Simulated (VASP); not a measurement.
# HfN (NiAs type) (P6_3/mmc) in VASP: a series of runs

The runs below take HfN (NiAs type) through single point, with PBE.

Program: VASP 6.6.1. These are calculated values, not measurements. Logs are shortened: lines on timing, memory, paths and dates and some standing lists are left out, and cuts for length are marked.

## Step 1: The cell of the first run

The structure is hexagonal, space group P6_3/mmc (No. 194). The conventional cell has a = 2.637 Å, b = 2.637 Å, c = 5.201 Å, α = 90.00°, β = 90.00°, γ = 120.00°. Within 2.7 Å of Hf (site symmetry -3m) lie 6 N at 2.00 Å and 8 Hf at 2.60 to 2.64 Å. N (site symmetry -6m2) has 6 Hf at 2.00 Å and 6 N at 2.64 Å within 2.7 Å.

## Step 2: Single point, PBE (7.83 Å³/atom)

Input file INCAR:

```
SYSTEM = HfN
PREC = Accurate ; ENCUT = 520
EDIFF = 1E-7 ; ISMEAR = -1
SIGMA = 0.05 ; LREAL = .FALSE.
LASPH = .TRUE. ; NELM = 100
ALGO = Normal ; ISIF = 2
LWAVE = .FALSE. ; LCHARG = .FALSE.
GGA = PE ; NBANDS = 23
```

Input file KPOINTS:

```
Automatic mesh
0
G
  10 10 6
  0 0 0
```

Input file POSCAR:

```
HfN
1.0
    2.6374924850      0.0000000000      0.0000000000
   -1.3187462425      2.2841354943      0.0000000000
    0.0000000000      0.0000000000      5.2008836483
Hf N
2 2
Direct
    0.0000000000      0.0000000000      0.0000000000
    0.0000000000      0.0000000000      0.5000000000
    0.3333333333      0.6666666667      0.2500000000
    0.6666666667      0.3333333333      0.7500000000
```

Potentials or basis: VASP PAW PBE potentials, release 64 (Hf_pv, N).

Started as:

```
cat potpaw_PBE.64/Hf_pv/POTCAR potpaw_PBE.64/N/POTCAR > POTCAR
mpirun -np 1 vasp_std > vasp.out
```

OUTCAR:

```text
SYSTEM = HfN
   PREC = Accurate
   ENCUT = 520
   EDIFF = 1E-7
   ISMEAR = -1
   LREAL = .FALSE.
   LASPH = .TRUE.
   NELM = 100
   ISIF = 2
   GGA = PE

 ion  position               nearest neighbor table
   1  0.000  0.000  0.000-   3 2.00   4 2.00   3 2.00   4 2.00   4 2.00   3 2.00   2 2.60   2 2.60
                             2 3.70   2 3.70   2 3.70   2 3.70   2 3.70   2 3.70   2 3.70   2 3.70
   2  0.000  0.000  0.500-   3 2.00   4 2.00   3 2.00   4 2.00   4 2.00   3 2.00   1 2.60   1 2.60
                             1 3.70   1 3.70   1 3.70   1 3.70   1 3.70   1 3.70   1 3.70   1 3.70
   3  0.333  0.667  0.250-   1 2.00   2 2.00   1 2.00   2 2.00   1 2.00   2 2.00
   4  0.667  0.333  0.750-   1 2.00   2 2.00   1 2.00   2 2.00   1 2.00   2 2.00

  LATTYP: Found a hexagonal cell.
 ALAT       =     2.6374924850
 C/A-ratio  =     1.9719046321

  Lattice vectors:

 A1 = (   2.6374924850,   0.0000000000,   0.0000000000)
 A2 = (  -1.3187462425,   2.2841354943,   0.0000000000)
 A3 = (   0.0000000000,   0.0000000000,   5.2008836483)

Analysis of symmetry for initial positions (statically):
=====================================================================
 Subroutine PRICEL returns:
 Original cell was already a primitive cell.

 Routine SETGRP: Setting up the symmetry group for a
 hexagonal supercell.

 Subroutine GETGRP returns: Found 24 space group operations
 (whereof 12 operations were pure point group operations)
 out of a pool of 24 trial point group operations.

The static configuration has the point symmetry D_3d.
 The point group associated with its full space group is D_6h.

Analysis of symmetry for dynamics (positions and initial velocities):
=====================================================================
 Subroutine PRICEL returns:
 Original cell was already a primitive cell.

 Routine SETGRP: Setting up the symmetry group for a
 hexagonal supercell.

 Subroutine GETGRP returns: Found 24 space group operations
 (whereof 12 operations were pure point group operations)
 out of a pool of 24 trial point group operations.

The dynamic configuration has the point symmetry D_3d.
 The point group associated with its full space group is D_6h.

 Subroutine INISYM returns: Found 24 space group operations
 (whereof 12 operations are pure point group operations),
 and found     1 'primitive' translations

----------------------------------------------------------------------------------------
[... 96 lines left out ...]
   NELM   =    100;   NELMIN=  2; NELMDL= -5     # of ELM steps
   EDIFF  = 0.1E-06   stopping-criterion for ELM
   LREAL  =      F    real-space projection
   EDIFFG = 0.1E-05   stopping-criterion for IOM
   NSW    =      0    number of steps for IOM
   IBRION =     -1    ionic relax: 0-MD 1-quasi-New 2-CG
   NFREE  =      0    steps in history (QN), initial steepest desc. (CG)
   ISIF   =      2    stress and relaxation
   ISYM   =      2    0-nonsym 1-usesym 2-fastsym
   POTIM  = 0.5000    time-step for ionic-motion
   TEBEG  =    0.0;   TEEND  =   0.0 temperature during run
   PSTRESS=    0.0 pullay stress
   NELECT =      30.0000    total number of electrons
   NUPDOWN=      -1.0000    fix difference up-down
   EMIN   =  10.00;   EMAX   =-10.00  energy-range for DOS
   EFERMI =   0.00;   METHOD = LEGACY
   ISMEAR =    -1;   SIGMA  =   0.05  broadening in eV -4-tet -1-fermi 0-gaus
   EFERMI_NEDOS =   21; number of points for ismear=-14 and -15
   IALGO  =     38    algorithm
   IMIX   =      4    mixing-type and parameters
     AMIX     =   0.40;   BMIX     =  1.00
     AMIX_MAG =   1.60;   BMIX_MAG =  1.00
  volume/ion in A,a.u.               =       7.83        52.86
  Fermi-wavevector in a.u.,A,eV,Ry     =   1.613560  3.049187 35.423809  2.603577
  Thomas-Fermi vector in A             =   2.708610
   LORBIT       =      0    0 simple, 1 ext, 2 COOP (PROOUT), +10 PAW based schemes
   GGA     = PE    functional components
   LHFCALC =     F    Hartree Fock is set to
   AEXX    =    0.0000 exact exchange contribution
   IVDW    =     0    specifies the selected vdW correction
   LEPSILON=     F    determine dielectric tensor
   LRPA    =     F    only Hartree local field effects (RPA)
 non-spin polarized calculation
  energy-cutoff  :      520.00
  volume of cell :       31.33
 maximum number of plane-waves:       863
 NGX is ok and might be reduce to    20
   NGX =  9   NGY =  9   NGZ = 19

 number of electron      30.0000000 magnetization

 Free energy of the ion-electron system (eV)
  ---------------------------------------------------
  ext. energy  EPLUGINS =         0.00000000
  ---------------------------------------------------
  free energy    TOTEN  =       -32.31644212 eV

  energy without entropy =      -32.30481997  energy(sigma->0) =      -32.31063104

 E-fermi :  11.3401     XC(G=0): -14.8627

 val. band max:       11.2253053900   @ k =   0.3000  -0.0000   0.3333
 cond. band min:      11.3456401425   @ k =   0.4000   0.2000   0.0000
 fundamental gap:      0.1203347525
 Fermi energy:        11.3401230276

 k-point     1 :       0.0000    0.0000    0.0000
  band No.  band energies     occupation
      1     -21.1981      2.00000
      2     -17.7516      2.00000
      3     -17.3677      2.00000
      4     -17.3677      2.00000
      5     -17.0450      2.00000
      6     -17.0450      2.00000
[... 613 lines left out ...]
     22      22.7562      0.00000
     23      23.7236      0.00000

 [... further k-points ...]

------------------------ aborting loop because EDIFF is reached ----------------------------------------

  FORCE on cell =-STRESS in cart. coord.  units (eV):
  Direction    XX          YY          ZZ          XY          YZ          ZX
  --------------------------------------------------------------------------------------
  -------------------------------------------------------------------------------------
  Total       51.2983174     51.2983174     50.6701040      0.0000000      0.0000000      0.0000000
  in kB     2623.1520853   2623.1520853   2591.0282410      0.0000000      0.0000000      0.0000000
  external PRESSURE =    2612.4441372 kB  Pullay stress =       0.0000000 kB

 VOLUME and BASIS-vectors are now :
 -----------------------------------------------------------------------------
  energy-cutoff  :      520.00
  volume of cell :       31.33
      direct lattice vectors                 reciprocal lattice vectors
     2.637492485  0.000000000  0.000000000     0.379148000  0.218901200  0.000000000
    -1.318746243  2.284135494  0.000000000     0.000000000  0.437802399  0.000000000
     0.000000000  0.000000000  5.200883648     0.000000000  0.000000000  0.192275019

 POSITION                                       TOTAL-FORCE (eV/Angst)
 -----------------------------------------------------------------------------------
      0.00000      0.00000      0.00000        -0.000000     -0.000000      0.000000
      0.00000      0.00000      2.60044        -0.000000     -0.000000      0.000000
     -0.00000      1.52276      1.30022        -0.000000      0.000000     -0.000000
      1.31875      0.76138      3.90066         0.000000     -0.000000      0.000000
 -----------------------------------------------------------------------------------
    total drift:                                0.000000     -0.000000      0.000000

  FREE ENERGIE OF THE ION-ELECTRON SYSTEM (eV)
  ---------------------------------------------------
  free  energy   TOTEN  =       -32.3164421170 eV

  energy  without entropy=      -32.3048199659  energy(sigma->0) =      -32.31063104
```

OSZICAR:

```text
N       E                     dE             d eps       ncg     rms          rms(c)
DAV:   1     0.142185806982E+03    0.14219E+03   -0.16823E+04  2576   0.137E+03
DAV:   2    -0.329858836010E+02   -0.17517E+03   -0.16570E+03  3236   0.347E+02
DAV:   3    -0.391989568234E+02   -0.62131E+01   -0.61744E+01  3284   0.560E+01
DAV:   4    -0.392333116222E+02   -0.34355E-01   -0.34335E-01  2940   0.430E+00
DAV:   5    -0.392336393110E+02   -0.32769E-03   -0.32768E-03  3308   0.351E-01    0.148E+02
DAV:   6    -0.323371364631E+02    0.68965E+01   -0.22820E+01  3157   0.311E+01    0.112E+02
DAV:   7    -0.323242410458E+02    0.12895E-01   -0.12485E+00  3101   0.706E+00    0.969E+00
DAV:   8    -0.323167136098E+02    0.75274E-02   -0.34292E-02  3052   0.125E+00    0.112E+00
DAV:   9    -0.323165336991E+02    0.17991E-03   -0.29138E-03  3179   0.373E-01    0.754E-01
DAV:  10    -0.323164431605E+02    0.90539E-04   -0.30647E-04  3101   0.120E-01    0.377E-02
DAV:  11    -0.323164437433E+02   -0.58274E-06   -0.17386E-05  3164   0.307E-02    0.395E-02
DAV:  12    -0.323164419178E+02    0.18254E-05   -0.26656E-06  3178   0.124E-02    0.377E-02
DAV:  13    -0.323164421579E+02   -0.24005E-06   -0.10802E-06  3129   0.737E-03    0.105E-02
DAV:  14    -0.323164421170E+02    0.40904E-07   -0.59561E-08  1883   0.174E-03
   1 F= -.32316442E+02 E0= -.32310631E+02  d E =-.116222E-01
```

stdout:

```text
POSCAR found type information on POSCAR HfN
 POSCAR found :  2 types and       4 ions
 scaLAPACK will be used
 LDA part: xc-table for (Slater+PW92), standard interpolation
 POSCAR, INCAR and KPOINTS ok, starting setup
 FFT: planning ... GRIDC
 FFT: planning ... GRID_SOFT
 FFT: planning ... GRID
 WAVECAR not read
 entering main loop
```

Run time: 67 s. Hardware: 1 thread of Intel Xeon 8259CL, shared host; peak memory 0.17 GiB.

What came out:

```yaml
Free_energy: -32.3164 eV
Pressure: 261.2 GPa
Band_gap_on_the_k_mesh: zero (bands 15 and 16 overlap by 2.98 eV)
```

Caveat: the cell stands under pressure; spin-orbit coupling is left out, which moves the levels of the heavy elements.

## Step 3: Single point, PBE (8.81 Å³/atom)

This run uses another cell than the first one, of 8.81 Å³/atom.

Input file INCAR:

```
PREC = Accurate
ENCUT = 520
EDIFF = 1E-7
ISMEAR = -1
SIGMA = 0.05
LREAL = F
LASPH = T
NELM = 60
ALGO = Normal
ISIF = 2
LWAVE = F
LCHARG = F
GGA = PE
NBANDS = 23
```

Input file KPOINTS:

```
regular mesh
0
Gamma
  10 10 6
```

Input file POSCAR:

```
HfN
1.0
    2.7794724730      0.0000000000      0.0000000000
   -1.3897362365      2.4070937708      0.0000000000
    0.0000000000      0.0000000000      5.2685046498
Hf N
2 2
Direct
    0.0000000000      0.0000000000      0.0000000000
    0.0000000000      0.0000000000      0.5000000000
    0.3333333333      0.6666666667      0.2500000000
    0.6666666667      0.3333333333      0.7500000000
```

Potentials or basis: VASP PAW PBE potentials, release 64 (Hf_pv, N).

Started as:

```
cat potpaw_PBE.64/Hf_pv/POTCAR potpaw_PBE.64/N/POTCAR > POTCAR
mpirun -np 1 vasp_std > vasp.out
```

OUTCAR:

```text
PREC = Accurate
   ENCUT = 520
   EDIFF = 1E-7
   ISMEAR = -1
   LREAL = F
   LASPH = T
   NELM = 60
   ISIF = 2
   GGA = PE

 ion  position               nearest neighbor table
   1  0.000  0.000  0.000-   3 2.08   4 2.08   4 2.08   3 2.08   4 2.08   3 2.08   2 2.63   2 2.63
                             2 3.83   2 3.83   2 3.83   2 3.83   2 3.83   2 3.83   2 3.83   2 3.83
   2  0.000  0.000  0.500-   3 2.08   4 2.08   4 2.08   3 2.08   4 2.08   3 2.08   1 2.63   1 2.63
                             1 3.83   1 3.83   1 3.83   1 3.83   1 3.83   1 3.83   1 3.83   1 3.83
   3  0.333  0.667  0.250-   1 2.08   2 2.08   1 2.08   2 2.08   1 2.08   2 2.08
   4  0.667  0.333  0.750-   1 2.08   2 2.08   1 2.08   2 2.08   1 2.08   2 2.08

  LATTYP: Found a hexagonal cell.
 ALAT       =     2.7794724730
 C/A-ratio  =     1.8955052446

  Lattice vectors:

 A1 = (   2.7794724730,   0.0000000000,   0.0000000000)
 A2 = (  -1.3897362365,   2.4070937708,   0.0000000000)
 A3 = (   0.0000000000,   0.0000000000,   5.2685046498)

Analysis of symmetry for initial positions (statically):
=====================================================================
 Subroutine PRICEL returns:
 Original cell was already a primitive cell.

[... 179 lines left out ...]
 fundamental gap:      0.0274315411
 Fermi energy:        10.3050020466

 k-point     1 :       0.0000    0.0000    0.0000
  band No.  band energies     occupation
      1     -21.9128      2.00000
      2     -19.1918      2.00000
      3     -19.1918      2.00000
      4     -19.0553      2.00000
      5     -18.9099      2.00000
      6     -18.9099      2.00000
[... 613 lines left out ...]
     22      20.1442      0.00000
     23      20.7206      0.00000

 [... further k-points ...]

------------------------ aborting loop because EDIFF is reached ----------------------------------------

  FORCE on cell =-STRESS in cart. coord.  units (eV):
  Direction    XX          YY          ZZ          XY          YZ          ZX
  --------------------------------------------------------------------------------------
  -------------------------------------------------------------------------------------
  Total       33.6369481     33.6369481     32.7583070      0.0000000     -0.0000000      0.0000000
  in kB     1528.9187723   1528.9187724   1488.9814153      0.0000000     -0.0000000      0.0000000
  external PRESSURE =    1515.6063200 kB  Pullay stress =       0.0000000 kB

 VOLUME and BASIS-vectors are now :
 -----------------------------------------------------------------------------
  energy-cutoff  :      520.00
  volume of cell :       35.25
      direct lattice vectors                 reciprocal lattice vectors
     2.779472473  0.000000000  0.000000000     0.359780501  0.207719369  0.000000000
    -1.389736237  2.407093771  0.000000000     0.000000000  0.415438739  0.000000000
     0.000000000  0.000000000  5.268504650     0.000000000  0.000000000  0.189807178

 POSITION                                       TOTAL-FORCE (eV/Angst)
 -----------------------------------------------------------------------------------
      0.00000      0.00000      0.00000         0.000000      0.000000      0.000000
      0.00000      0.00000      2.63425         0.000000      0.000000      0.000000
     -0.00000      1.60473      1.31713         0.000000     -0.000000     -0.000000
      1.38974      0.80236      3.95138        -0.000000      0.000000      0.000000
 -----------------------------------------------------------------------------------
    total drift:                               -0.000000      0.000000      0.000000

  FREE ENERGIE OF THE ION-ELECTRON SYSTEM (eV)
  ---------------------------------------------------
  free  energy   TOTEN  =       -37.2784749186 eV

  energy  without entropy=      -37.2618942741  energy(sigma->0) =      -37.27018460
```

Wall time 78 s (1 thread of Intel Xeon 8259CL, shared host); peak memory 0.19 GiB.

Results:

```yaml
Free_energy: -37.2785 eV
Pressure: 151.6 GPa
Band_gap_on_the_k_mesh: zero (bands 15 and 16 overlap by 2.50 eV)
```

Caveat: the cell stands under pressure; spin-orbit coupling is left out, which moves the levels of the heavy elements.
